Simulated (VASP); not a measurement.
Wanted: the native input for a VASP 6.6.1 run.

- Task: single point
- Functional: r2SCAN
- Potentials or basis: VASP PAW PBE potentials, release 64 (Fe, O)
- Cutoff: 520 eV
- k mesh: 5 × 5 × 5
- Occupations: fermi-dirac, width 0.05 eV
- Spin: collinear spin, ferrimagnetic start
- Starting moments: [4.0, 4.0, 4.0, -4.0, 0.0, 0.0, 0.0, 0.0, 0.0, 0.0] μB
- Dipole correction: no
- Further INCAR settings: ALGO = Normal; EDIFF = 1e-06; NBANDS = 49

Crystal: Fe2O3.

```
Fe O
1.0
     2.51900    1.45435    4.59067
    -2.51900    1.45435    4.59067
     0.00000   -2.90869    4.59067
Fe O
4 6
Direct
  0.35530 0.35530 0.35530
  0.14470 0.14470 0.14470
  0.64470 0.64470 0.64470
  0.85530 0.85530 0.85530
  0.55590 0.94410 0.25000
  0.25000 0.55590 0.94410
  0.94410 0.25000 0.55590
  0.44410 0.05590 0.75000
  0.75000 0.44410 0.05590
  0.05590 0.75000 0.44410
```

These files were run (other wordings do the same):

POSCAR

```
Fe2O3
1.0
    2.5190000000      1.4543453300      4.5906666700
   -2.5190000000      1.4543453300      4.5906666700
    0.0000000000     -2.9086906600      4.5906666700
Fe O
4 6
Direct
    0.3553000000      0.3553000000      0.3553000000
    0.1447000000      0.1447000000      0.1447000000
    0.6447000000      0.6447000000      0.6447000000
    0.8553000000      0.8553000000      0.8553000000
    0.5559000000      0.9441000000      0.2500000000
    0.2500000000      0.5559000000      0.9441000000
    0.9441000000      0.2500000000      0.5559000000
    0.4441000000      0.0559000000      0.7500000000
    0.7500000000      0.4441000000      0.0559000000
    0.0559000000      0.7500000000      0.4441000000
```

INCAR.step1

```
PREC     = Accurate       # precision mode
ENCUT    = 520            # plane-wave cutoff, eV
ISMEAR   = -1             # smearing method
SIGMA    = 0.05           # smearing width, eV
LREAL    = F              # projectors in reciprocal space
LASPH    = T              # aspherical terms in the spheres
NELM     = 150            # most SCF steps
ISPIN    = 2              # spin polarisation
MAGMOM   = 4 4 4 -4 0 0 0 0 0 0 # initial moments
LMAXMIX  = 4              # l up to which the mixer works
NBANDS   = 49             # bands
GGA      = PE             # functional
ALGO     = Normal         # electronic algorithm
EDIFF    = 1E-4           # SCF threshold, eV
LWAVE    = T              # write WAVECAR
LCHARG   = F              # write CHGCAR
```

INCAR.step2

```
PREC     = Accurate       # precision mode
ENCUT    = 520            # plane-wave cutoff, eV
EDIFF    = 1E-6           # SCF threshold, eV
ISMEAR   = -1             # smearing method
SIGMA    = 0.05           # smearing width, eV
LREAL    = F              # projectors in reciprocal space
LASPH    = T              # aspherical terms in the spheres
NELM     = 150            # most SCF steps
ALGO     = Normal         # electronic algorithm
ISIF     = 2              # what is computed and relaxed
LWAVE    = F              # write WAVECAR
LCHARG   = T              # write CHGCAR
ISPIN    = 2              # spin polarisation
MAGMOM   = 4 4 4 -4 0 0 0 0 0 0 # initial moments
LORBIT   = 11             # projections on sites
LMAXMIX  = 4              # l up to which the mixer works
METAGGA  = R2SCAN         # meta-GGA
LMIXTAU  = T            
LELF     = T              # ELF
LVHAR    = T            
NBANDS   = 49             # bands
ISTART   = 1
```

KPOINTS

```
regular mesh
0
Gamma
  5 5 5
```

Potentials or basis: VASP PAW PBE potentials, release 64 (Fe, O).

Command:

```bash
$ cat potpaw_PBE.64/Fe/POTCAR potpaw_PBE.64/O/POTCAR > POTCAR
$ cp INCAR.step1 INCAR
$ mpirun -np 1 vasp_std > vasp.out
$ cp INCAR.step2 INCAR
$ mpirun -np 1 vasp_std > vasp.out
```

Results of the run:

* Pressure: 0.1 GPa
* Largest force: 0.366 eV/Å
* Band gap on the k mesh: 0.85 eV (least direct gap 0.92 eV)
* Net moment: 10.00 μB per cell
* Site moments: Fe +4.04, +4.16, +4.07, -3.88; O +0.17, +0.28 (each value once) μB
* Valence electrons inside the program's atomic spheres: Fe 6.75, 6.72, 6.74, 6.76; O 5.05, 5.06 (each value once)

Caveat: the PAW data sets were made with another functional, which shifts forces and pressure a little.

Run time: 15 min on 1 thread of AMD EPYC 9R45 96-Core Processor (Zen 5), on a shared host, peak memory 0.38 GiB.
